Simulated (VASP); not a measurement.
# W3O (Ama2) in VASP: single point with PBEsol

Aim: the single point of W3O with PBEsol.

Program: VASP 6.6.1. These are calculated values, not measurements. Logs are shortened: lines on timing, memory, paths and dates and some standing lists are left out, and cuts for length are marked.

## Step 1: The cell of the first run

It takes space group Ama2 (No. 40, orthorhombic). The conventional cell has a = 4.831 Å, b = 6.833 Å, c = 6.833 Å, α = 90.00°, β = 90.00°, γ = 90.00°. Within 3.2 Å of W (site symmetry m) lie 10 W at 2.42 to 2.96 Å and 4 O at 2.65 to 2.86 Å. Within 3.2 Å of W (site symmetry 2) lie 10 W at 2.42 to 2.96 Å and 4 O at 2.60 to 2.81 Å. W (site symmetry m) has 10 W at 2.42 to 2.96 Å and 4 O at 2.54 to 2.76 Å within 3.2 Å. Within 3.4 Å of O (site symmetry m) lie 12 W at 2.54 to 2.86 Å.

## Step 2: Single point, PBEsol (atoms displaced along a vibrational mode)

File INCAR:

```
SYSTEM = W3O
  PREC = Accurate
  ENCUT = 520
  EDIFF = 1E-7
  ISMEAR = 0
  SIGMA = 0.15
  LREAL = .False.
  LASPH = .True.
  NELM = 60
  ALGO = Normal
  ISIF = 2
  LWAVE = .False.
  LCHARG = .False.
  GGA = PS
  NBANDS = 58
```

File KPOINTS:

```
Automatic mesh
0
Gamma
  8 8 8
  0 0 0
```

File POSCAR:

```
W3O
1.0
    4.8313496660      0.0000000000      0.0000000000
    0.0000000000      4.8313496660      0.0000000000
    0.0000000000      0.0000000000      4.8313496660
W O
6 2
Direct
    0.4993973592      0.7500000000      0.0000000000
    0.0006026408      0.4993973592      0.7500000000
    0.2500000000      0.0006026408      0.5000000000
    0.4993973592      0.2500000000      0.0000000000
    0.0006026408      0.4993973592      0.2500000000
    0.7500000000      0.0006026408      0.5000000000
    0.4762168214      0.4762168214      0.5000000000
    0.0237831786      0.0237831786      0.0000000000
```

Potentials or basis: VASP PAW PBE potentials, release 64 (W_sv, O).

Command:

```sh
$ cat potpaw_PBE.64/W_sv/POTCAR potpaw_PBE.64/O/POTCAR > POTCAR
$ mpirun -np 1 vasp_std > vasp.out
```

OUTCAR:

```text
SYSTEM = W3O
   PREC = Accurate
   ENCUT = 520
   EDIFF = 1E-7
   ISMEAR = 0
   LREAL = .False.
   LASPH = .True.
   NELM = 60
   ISIF = 2
   GGA = PS

 ion  position               nearest neighbor table
   1  0.499  0.750  0.000-   4 2.42   4 2.42   8 2.65   2 2.96   5 2.96   3 2.96   3 2.96   6 2.96
                             6 2.96   5 2.96   2 2.96
   2  0.001  0.499  0.750-   5 2.42   5 2.42   8 2.60   7 2.60   3 2.95   4 2.95   6 2.96   1 2.96
                             3 2.96   4 2.96   1 2.96   6 2.96
   3  0.250  0.001  0.500-   6 2.42   6 2.42   7 2.54   8 2.65   8 2.65   5 2.95   2 2.95   4 2.96
                             4 2.96   1 2.96   1 2.96   5 2.96   2 2.96
   4  0.499  0.250  0.000-   1 2.42   1 2.42   8 2.54   7 2.65   7 2.65   2 2.95   5 2.95   3 2.96
                             3 2.96   6 2.96   6 2.96   5 2.96   2 2.96
   5  0.001  0.499  0.250-   2 2.42   2 2.42   8 2.60   7 2.60   4 2.95   3 2.95   6 2.96   1 2.96
                             3 2.96   4 2.96   1 2.96   6 2.96
   6  0.750  0.001  0.500-   3 2.42   3 2.42   7 2.65   2 2.96   5 2.96   4 2.96   4 2.96   1 2.96
                             1 2.96   5 2.96   2 2.96
   7  0.476  0.476  0.500-   3 2.54   2 2.60   5 2.60   6 2.65   4 2.65   4 2.65
   8  0.024  0.024  0.000-   4 2.54   2 2.60   5 2.60   1 2.65   3 2.65   3 2.65

  LATTYP: Found a simple cubic cell.
 ALAT       =     4.8313496660

  Lattice vectors:

 A1 = (   4.8313496660,   0.0000000000,   0.0000000000)
 A2 = (   0.0000000000,   4.8313496660,   0.0000000000)
 A3 = (   0.0000000000,   0.0000000000,   4.8313496660)

Analysis of symmetry for initial positions (statically):
=====================================================================
 Subroutine PRICEL returns:
 Original cell was already a primitive cell.

 Routine SETGRP: Setting up the symmetry group for a
 simple cubic supercell.

 Subroutine GETGRP returns: Found  4 space group operations
 (whereof  2 operations were pure point group operations)
 out of a pool of 48 trial point group operations.

The static configuration has the point symmetry C_1h.
 The point group associated with its full space group is C_2v.

Analysis of symmetry for dynamics (positions and initial velocities):
=====================================================================
 Subroutine PRICEL returns:
 Original cell was already a primitive cell.

 Routine SETGRP: Setting up the symmetry group for a
 simple cubic supercell.

 Subroutine GETGRP returns: Found  4 space group operations
 (whereof  2 operations were pure point group operations)
 out of a pool of 48 trial point group operations.

The dynamic configuration has the point symmetry C_1h.
[... 121 lines left out ...]
   TEBEG  =    0.0;   TEEND  =   0.0 temperature during run
   PSTRESS=    0.0 pullay stress
   NELECT =      96.0000    total number of electrons
   NUPDOWN=      -1.0000    fix difference up-down
   EMIN   =  10.00;   EMAX   =-10.00  energy-range for DOS
   EFERMI =   0.00;   METHOD = LEGACY
   ISMEAR =     0;   SIGMA  =   0.15  broadening in eV -4-tet -1-fermi 0-gaus
   EFERMI_NEDOS =   21; number of points for ismear=-14 and -15
   IALGO  =     38    algorithm
   IMIX   =      4    mixing-type and parameters
     AMIX     =   0.40;   BMIX     =  1.00
     AMIX_MAG =   1.60;   BMIX_MAG =  1.00
  volume/ion in A,a.u.               =      14.10        95.13
  Fermi-wavevector in a.u.,A,eV,Ry     =   1.551542  2.931989 32.753053  2.407281
  Thomas-Fermi vector in A             =   2.656046
   LORBIT       =      0    0 simple, 1 ext, 2 COOP (PROOUT), +10 PAW based schemes
   GGA     = PS    functional components
   LHFCALC =     F    Hartree Fock is set to
   AEXX    =    0.0000 exact exchange contribution
   IVDW    =     0    specifies the selected vdW correction
   LEPSILON=     F    determine dielectric tensor
   LRPA    =     F    only Hartree local field effects (RPA)
 non-spin polarized calculation
 Gauss-broadening in eV      SIGMA  =   0.15
  energy-cutoff  :      520.00
  volume of cell :      112.77
 maximum number of plane-waves:      3060
   NGX = 17   NGY = 17   NGZ = 17

 number of electron      95.9999968 magnetization

 Free energy of the ion-electron system (eV)
  ---------------------------------------------------
  ext. energy  EPLUGINS =         0.00000000
  ---------------------------------------------------
  free energy    TOTEN  =       -86.68980401 eV

  energy without entropy =      -86.61286018  energy(sigma->0) =      -86.65133210

 E-fermi :  10.0851     XC(G=0): -13.4006

 val. band max:       10.0836418758   @ k =  -0.1250   0.1250   0.5000
 cond. band min:      10.0868026463   @ k =   0.3750   0.2500   0.1250
 fundamental gap:      0.0031607706
 Fermi energy:        10.0851107039

 k-point     1 :       0.0000    0.0000    0.0000
  band No.  band energies     occupation
      1     -64.1067      2.00000
      2     -64.0413      2.00000
      3     -64.0404      2.00000
      4     -63.8038      2.00000
      5     -63.8012      2.00000
      6     -63.8009      2.00000
[... 1453 lines left out ...]
     57      13.0116      0.00000
     58      13.5271      0.00000

 [... further k-points ...]

------------------------ aborting loop because EDIFF is reached ----------------------------------------

  FORCE on cell =-STRESS in cart. coord.  units (eV):
  Direction    XX          YY          ZZ          XY          YZ          ZX
  --------------------------------------------------------------------------------------
  -------------------------------------------------------------------------------------
  Total        0.6680519      0.6680519      1.1206673      0.1668530      0.0000000      0.0000000
  in kB        9.4910743      9.4910743     15.9214230      2.3704960      0.0000000      0.0000000
  external PRESSURE =      11.6345239 kB  Pullay stress =       0.0000000 kB

 VOLUME and BASIS-vectors are now :
 -----------------------------------------------------------------------------
  energy-cutoff  :      520.00
  volume of cell :      112.77
      direct lattice vectors                 reciprocal lattice vectors
     4.831349666  0.000000000  0.000000000     0.206981500  0.000000000  0.000000000
     0.000000000  4.831349666  0.000000000     0.000000000  0.206981500  0.000000000
     0.000000000  0.000000000  4.831349666     0.000000000  0.000000000  0.206981500

 POSITION                                       TOTAL-FORCE (eV/Angst)
 -----------------------------------------------------------------------------------
      2.41276      3.62351      0.00000        -0.100300     -0.024357     -0.000000
      0.00291      2.41276      3.62351         0.135972     -0.135972     -0.000000
      1.20784      0.00291      2.41567        -0.018947      0.178214     -0.000000
      2.41276      1.20784      0.00000        -0.178214      0.018947     -0.000000
      0.00291      2.41276      1.20784         0.135972     -0.135972      0.000000
      3.62351      0.00291      2.41567         0.024357      0.100300     -0.000000
      2.30077      2.30077      2.41567        -0.565344     -0.566504     -0.000000
      0.11490      0.11490      0.00000         0.566504      0.565344     -0.000000
 -----------------------------------------------------------------------------------
    total drift:                               -0.000007      0.000007     -0.000000

  FREE ENERGIE OF THE ION-ELECTRON SYSTEM (eV)
  ---------------------------------------------------
  free  energy   TOTEN  =       -86.6898040138 eV

  energy  without entropy=      -86.6128601769  energy(sigma->0) =      -86.65133210
```

OSZICAR:

```text
N       E                     dE             d eps       ncg     rms          rms(c)
DAV:   1     0.132658726551E+04    0.13266E+04   -0.54475E+04 12188   0.192E+03
DAV:   2     0.154536531917E+02   -0.13111E+04   -0.12723E+04 12536   0.621E+02
DAV:   3    -0.861357997089E+02   -0.10159E+03   -0.95670E+02 14272   0.157E+02
DAV:   4    -0.909933177102E+02   -0.48575E+01   -0.45666E+01 14832   0.296E+01
DAV:   5    -0.911348117769E+02   -0.14149E+00   -0.14028E+00 14720   0.470E+00    0.496E+01
DAV:   6    -0.885487774528E+02    0.25860E+01   -0.15091E+01 15580   0.207E+01    0.227E+01
DAV:   7    -0.879488474412E+02    0.59993E+00   -0.11327E+01 16506   0.139E+01    0.130E+01
DAV:   8    -0.866669725052E+02    0.12819E+01   -0.37584E+00 15856   0.880E+00    0.117E+00
DAV:   9    -0.866993712726E+02   -0.32399E-01   -0.51922E-01 14296   0.328E+00    0.117E+00
DAV:  10    -0.866925792413E+02    0.67920E-02   -0.22526E-02 14916   0.111E+00    0.608E-01
DAV:  11    -0.866899758031E+02    0.26034E-02   -0.14132E-02 14336   0.588E-01    0.125E-01
DAV:  12    -0.866898425773E+02    0.13323E-03   -0.17508E-03 15170   0.275E-01    0.606E-02
DAV:  13    -0.866898342956E+02    0.82817E-05   -0.27013E-04 14964   0.112E-01    0.638E-02
DAV:  14    -0.866898037265E+02    0.30569E-04   -0.12219E-04 14786   0.536E-02    0.922E-03
DAV:  15    -0.866898041603E+02   -0.43377E-06   -0.10201E-05 14090   0.167E-02    0.487E-03
DAV:  16    -0.866898040219E+02    0.13843E-06   -0.12233E-06 12046   0.481E-03    0.864E-04
DAV:  17    -0.866898040138E+02    0.80654E-08   -0.46955E-08  7628   0.156E-03
   1 F= -.86689804E+02 E0= -.86651332E+02  d E =-.769438E-01
```

Run time: 27 min. Hardware: 1 thread of Intel Xeon 8259CL, shared host; peak memory 0.52 GiB.

Results:

```
Free energy            : -86.6898 eV
Pressure               : 1.2 GPa
Largest force          : 0.800 eV/Å
Band gap on the k mesh : zero (bands 48 and 49 overlap by 0.83 eV)
```

Forces in eV/Å, atoms in the order of the input:
```
W   -0.100 -0.024  0.000
W    0.136 -0.136  0.000
W   -0.019  0.178  0.000
W   -0.178  0.019  0.000
W    0.136 -0.136  0.000
W    0.024  0.100  0.000
O   -0.565 -0.567  0.000
O    0.567  0.565  0.000
```

Caveat: the cell differs from its parent crystal (atoms displaced along a vibrational mode); the PAW data sets were made with another functional, which shifts forces and pressure a little; spin-orbit coupling is left out, which moves the levels of the heavy elements.
